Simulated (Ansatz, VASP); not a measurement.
Ni: VASP beside Ansatz

Contents of POSCAR:

```
Ni
1.0
   -1.3402045920      1.3402045920      1.3402045920
    1.3402045920     -1.3402045920      1.3402045920
    1.3402045920      1.3402045920     -1.3402045920
Ni
1
Direct
    0.0000000000      0.0000000000      0.0000000000
```

INCAR.step1

```
SYSTEM = Ni
PREC = Accurate
ENCUT = 520
ISMEAR = -1
SIGMA = 0.1
LREAL = .FALSE.
LASPH = .TRUE.
NELM = 60
NBANDS = 11
GGA = PE
ALGO = Normal
EDIFF = 1E-4
LWAVE = .TRUE.
LCHARG = .FALSE.
```

Contents of INCAR.step2:

```
SYSTEM = Ni
PREC = Accurate
ENCUT = 520
EDIFF = 1E-6
ISMEAR = -1
SIGMA = 0.1
LREAL = .FALSE.
LASPH = .TRUE.
NELM = 60
ALGO = Normal
ISIF = 2
LWAVE = .FALSE.
LCHARG = .FALSE.
METAGGA = R2SCAN
LMIXTAU = .TRUE.
NBANDS = 11
ISTART = 1
```

KPOINTS

```
Automatic mesh
0
G
  18 18 18
  0 0 0
```

Input for Ansatz:

```yaml
crystal:
  lattice:
    - [-1.340204592, 1.340204592, 1.340204592]
    - [1.340204592, -1.340204592, 1.340204592]
    - [1.340204592, 1.340204592, -1.340204592]
  atoms:
    - { symbol: Ni, position: [0.0, 0.0, 0.0] }
hamiltonian:
  xc: r2scan
  pseudopotentials:
    kind: paw
    azcp:
      Ni: "pseudopotentials/Ni.paw.azcp"
basis:
  ecutwfc: 500
  fft_grid_basis: typed
kpoints:
  mp_grid: { grid: [18, 18, 18], shift: [0, 0, 0] }
magnetization:
  spin_polarized: false
scf:
  occupations: { method: fermi_dirac, width: 0.1 }
  lower_state_search: "off"
output:
  stress: true
```

Alike in both runs: task single point; functional r2SCAN; k mesh 18 × 18 × 18; occupations fermi-dirac, width 0.1 eV; no spin polarisation.

|  | VASP | Ansatz |
| --- | --- | --- |
| version | VASP 6.6.1 | Ansatz 0.2.0 |
| potentials or method | VASP PAW PBE potentials, release 64 (Ni), cutoff 520 eV | plane waves (500 eV) with PAW, scalar-relativistic |
| valence electrons in the cell | 10 | 18 |

Ansatz gave:

```
pressure (GPa) : 22.8
```

Problem. Estimate VASP's values.

Solution. Pressure (GPa): 23.3.

VASP's potentials were made for PBE, not for r2SCAN. VASP's potentials hold 10 valence electrons a cell and Ansatz's 18, so a difference there can come from the potentials and not from the codes.
